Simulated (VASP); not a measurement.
# InSb (I4/mmm) in VASP: single point with PBEsol

Aim: the single point of InSb with PBEsol.

Program: VASP 6.6.1. These are calculated values, not measurements. Logs are shortened: lines on timing, memory, paths and dates and some standing lists are left out, and cuts for length are marked.

### Step 1. The cell of the first run

It takes space group I4/mmm (No. 139, tetragonal). The conventional cell has a = 4.564 Å, b = 4.564 Å, c = 6.147 Å, α = 90.00°, β = 90.00°, γ = 90.00°. Within 4.0 Å of In (site symmetry 4/mmm) lie 6 Sb at 3.07 to 3.23 Å. Within 4.0 Å of Sb (site symmetry 4/mmm) lie 6 In at 3.07 to 3.23 Å.

### Step 2. Single point, PBEsol (strain +0.050 along x and y, +0.000 along z)

File INCAR:

```
ALGO = Normal
EDIFF = 1E-6
ENCUT = 520
GGA = PS
ISIF = 2
ISMEAR = 0
LASPH = T
LCHARG = T
LELF = T
LREAL = F
LVHAR = T
LWAVE = F
NBANDS = 16
NELM = 60
PREC = Accurate
SIGMA = 0.15
```

File KPOINTS:

```
k-points
0
Gamma
  14 14 14
```

File POSCAR:

```
InSb
1.0
    0.0000000000      3.2271886500      3.0735130000
    3.2271886500      0.0000000000      3.0735130000
    3.2271886500      3.2271886500      0.0000000000
In Sb
1 1
Direct
    0.0000000000      0.0000000000      0.0000000000
    0.5000000000      0.5000000000      0.5000000000
```

Potentials or basis: VASP PAW PBE potentials, release 64 (In_d, Sb).

Launch:

```sh
$ cat potpaw_PBE.64/In_d/POTCAR potpaw_PBE.64/Sb/POTCAR > POTCAR
$ mpirun -np 1 vasp_std > vasp.out
```

OUTCAR:

```text
EDIFF = 1E-6
   ENCUT = 520
   GGA = PS
   ISIF = 2
   ISMEAR = 0
   LASPH = T
   LREAL = F
   NELM = 60
   PREC = Accurate

 ion  position               nearest neighbor table
   1  0.000  0.000  0.000-   2 3.07   2 3.07   2 3.23   2 3.23   2 3.23   2 3.23
   2  0.500  0.500  0.500-   1 3.07   1 3.07   1 3.23   1 3.23   1 3.23   1 3.23

  LATTYP: Found a body centered tetragonal cell.
 ALAT       =     4.5639339572
 C/A-ratio  =     1.3468700594

  Lattice vectors:

 A1 = (   0.0000000000,  -3.2271886500,  -3.0735130000)
 A2 = (   0.0000000000,   3.2271886500,  -3.0735130000)
 A3 = (   3.2271886500,   0.0000000000,   3.0735130000)

Analysis of symmetry for initial positions (statically):
=====================================================================
 Subroutine PRICEL returns:
 Original cell was already a primitive cell.

 Routine SETGRP: Setting up the symmetry group for a
 body centered tetragonal supercell.

 Subroutine GETGRP returns: Found 16 space group operations
 (whereof 16 operations were pure point group operations)
 out of a pool of 16 trial point group operations.

The static configuration has the point symmetry D_4h.

Analysis of symmetry for dynamics (positions and initial velocities):
=====================================================================
 Subroutine PRICEL returns:
 Original cell was already a primitive cell.

 Routine SETGRP: Setting up the symmetry group for a
 body centered tetragonal supercell.

 Subroutine GETGRP returns: Found 16 space group operations
 (whereof 16 operations were pure point group operations)
 out of a pool of 16 trial point group operations.

The dynamic configuration has the point symmetry D_4h.

 Subroutine INISYM returns: Found 16 space group operations
 (whereof 16 operations are pure point group operations),
 and found     1 'primitive' translations

----------------------------------------------------------------------------------------

                                     Primitive cell

  volume of cell :      64.0197

  direct lattice vectors                    reciprocal lattice vectors
     0.000000000  3.227188650  3.073513000    -0.154933614  0.154933614  0.162680295
     3.227188650  0.000000000  3.073513000     0.154933614 -0.154933614  0.162680295
     3.227188650  3.227188650  0.000000000     0.154933614  0.154933614 -0.162680295

  length of vectors
     4.456593850  4.456593850  4.563933957     0.272898750  0.272898750  0.272898750

  position of ions in fractional coordinates (direct lattice)
     0.000000000  0.000000000  0.000000000
     0.500000000  0.500000000  0.500000000
[... 79 lines left out ...]
   EDIFFG = 0.1E-04   stopping-criterion for IOM
   NSW    =      0    number of steps for IOM
   IBRION =     -1    ionic relax: 0-MD 1-quasi-New 2-CG
   NFREE  =      0    steps in history (QN), initial steepest desc. (CG)
   ISIF   =      2    stress and relaxation
   ISYM   =      2    0-nonsym 1-usesym 2-fastsym
   POTIM  = 0.5000    time-step for ionic-motion
   TEBEG  =    0.0;   TEEND  =   0.0 temperature during run
   PSTRESS=    0.0 pullay stress
   NELECT =      18.0000    total number of electrons
   NUPDOWN=      -1.0000    fix difference up-down
   EMIN   =  10.00;   EMAX   =-10.00  energy-range for DOS
   EFERMI =   0.00;   METHOD = LEGACY
   ISMEAR =     0;   SIGMA  =   0.15  broadening in eV -4-tet -1-fermi 0-gaus
   EFERMI_NEDOS =   21; number of points for ismear=-14 and -15
   IALGO  =     38    algorithm
   IMIX   =      4    mixing-type and parameters
     AMIX     =   0.40;   BMIX     =  1.00
     AMIX_MAG =   1.60;   BMIX_MAG =  1.00
  volume/ion in A,a.u.               =      32.01       216.01
  Fermi-wavevector in a.u.,A,eV,Ry     =   1.072493  2.026718 15.649978  1.150241
  Thomas-Fermi vector in A             =   2.208265
   LORBIT       =      0    0 simple, 1 ext, 2 COOP (PROOUT), +10 PAW based schemes
   GGA     = PS    functional components
   LHFCALC =     F    Hartree Fock is set to
   AEXX    =    0.0000 exact exchange contribution
   IVDW    =     0    specifies the selected vdW correction
   LEPSILON=     F    determine dielectric tensor
   LRPA    =     F    only Hartree local field effects (RPA)
 non-spin polarized calculation
 Gauss-broadening in eV      SIGMA  =   0.15
  energy-cutoff  :      520.00
  volume of cell :       64.02
 maximum number of plane-waves:      1747
 NGX is ok and might be reduce to    36
   NGX = 17   NGY = 17   NGZ = 17

 number of electron      18.0000005 magnetization

 Free energy of the ion-electron system (eV)
  ---------------------------------------------------
  ext. energy  EPLUGINS =         0.00000000
  ---------------------------------------------------
  free energy    TOTEN  =        -7.33382794 eV

  energy without entropy =       -7.31432705  energy(sigma->0) =       -7.32407750

 E-fermi :   5.3567     XC(G=0):  -9.4280

 val. band max:        5.3565168198   @ k =   0.4286   0.0000   0.2143
 cond. band min:       5.3593206687   @ k =  -0.4286   0.0000   0.2857
 fundamental gap:      0.0028038490
 Fermi energy:         5.3567494756

 k-point     1 :       0.0000    0.0000    0.0000
  band No.  band energies     occupation
      1      -8.8701      2.00000
      2      -8.8595      2.00000
      3      -8.8418      2.00000
      4      -8.8418      2.00000
      5      -8.8350      2.00000
      6      -4.9705      2.00000
[... 433 lines left out ...]
      3      -8.8394      2.00000
      4      -8.8298      2.00000
      5      -8.8275      2.00000
      6      -4.2625      2.00000
[... 8 lines left out ...]
     15      13.7143      0.00000
     16      13.9231      0.00000

 [... further k-points ...]

------------------------ aborting loop because EDIFF is reached ----------------------------------------

  FORCE on cell =-STRESS in cart. coord.  units (eV):
  Direction    XX          YY          ZZ          XY          YZ          ZX
  --------------------------------------------------------------------------------------
  -------------------------------------------------------------------------------------
  Total       -2.5760776     -2.5760776     -1.6722748      0.0000000     -0.0000000     -0.0000000
  in kB      -64.4697175    -64.4697175    -41.8508677      0.0000000     -0.0000000     -0.0000000
  external PRESSURE =     -56.9301009 kB  Pullay stress =       0.0000000 kB

 VOLUME and BASIS-vectors are now :
 -----------------------------------------------------------------------------
  energy-cutoff  :      520.00
  volume of cell :       64.02
      direct lattice vectors                 reciprocal lattice vectors
     0.000000000  3.227188650  3.073513000    -0.154933614  0.154933614  0.162680295
     3.227188650  0.000000000  3.073513000     0.154933614 -0.154933614  0.162680295
     3.227188650  3.227188650  0.000000000     0.154933614  0.154933614 -0.162680295

 POSITION                                       TOTAL-FORCE (eV/Angst)
 -----------------------------------------------------------------------------------
      0.00000      0.00000      0.00000         0.000000      0.000000      0.000000
      3.22719      3.22719      3.07351         0.000000     -0.000000      0.000000
 -----------------------------------------------------------------------------------
    total drift:                               -0.000000      0.000000      0.000000

  FREE ENERGIE OF THE ION-ELECTRON SYSTEM (eV)
  ---------------------------------------------------
  free  energy   TOTEN  =        -7.3338279441 eV

  energy  without entropy=       -7.3143270535  energy(sigma->0) =       -7.32407750
```

OSZICAR:

```text
N       E                     dE             d eps       ncg     rms          rms(c)
DAV:   1     0.110444513182E+03    0.11044E+03   -0.79167E+03  7824   0.114E+03
DAV:   2    -0.576144354621E+00   -0.11102E+03   -0.10745E+03  8896   0.286E+02
DAV:   3    -0.721829583580E+01   -0.66422E+01   -0.65790E+01 10064   0.698E+01
DAV:   4    -0.739107344203E+01   -0.17278E+00   -0.17273E+00  9864   0.125E+01
DAV:   5    -0.739933632473E+01   -0.82629E-02   -0.82628E-02 11608   0.224E+00    0.257E+00
DAV:   6    -0.733854983106E+01    0.60786E-01   -0.12341E-01 10280   0.543E+00    0.140E+00
DAV:   7    -0.733426180951E+01    0.42880E-02   -0.21716E-02 10624   0.167E+00    0.462E-01
DAV:   8    -0.733380265909E+01    0.45915E-03   -0.18612E-03  9312   0.492E-01    0.986E-02
DAV:   9    -0.733382908177E+01   -0.26423E-04   -0.14470E-04 11112   0.113E-01    0.461E-02
DAV:  10    -0.733382721983E+01    0.18619E-05   -0.10888E-05 10504   0.311E-02    0.158E-02
DAV:  11    -0.733382794411E+01   -0.72427E-06   -0.16487E-06  8768   0.143E-02
   1 F= -.73338279E+01 E0= -.73240775E+01  d E =-.195009E-01
```

Run time: 5.3 min. Hardware: 1 thread of AMD EPYC 7R13 (Zen 3), shared host; peak memory 0.37 GiB.

What came out:

```
Free energy            : -7.3338 eV
Pressure               : -5.7 GPa
Band gap on the k mesh : zero (band 9 reaches 5.86 eV, above the bottom of band 10 at 3.43 eV)
```

Levels at points of the mesh, in eV from the Fermi level:
```csv
k point,band 7,band 8,band 9,band 10,band 11,band 12
"(0.00, 0.00, 0.00)",-1.18,-0.34,0.15,0.15,5.25,5.25
"(0.50, 0.00, 0.00)",-5.93,0.20,0.37,1.92,2.32,2.70
"(0.50, 0.50, 0.00)",-3.89,-3.63,-1.93,-1.93,3.25,7.37
"(0.50, 0.00, 0.50)",-3.86,-3.28,-2.01,-1.50,3.43,6.89
```

Caveat: the cell differs from its parent crystal (strain +0.050 along x and y, +0.000 along z); the PAW data sets were made with another functional, which shifts forces and pressure a little; spin-orbit coupling is left out, which moves the levels of the heavy elements.
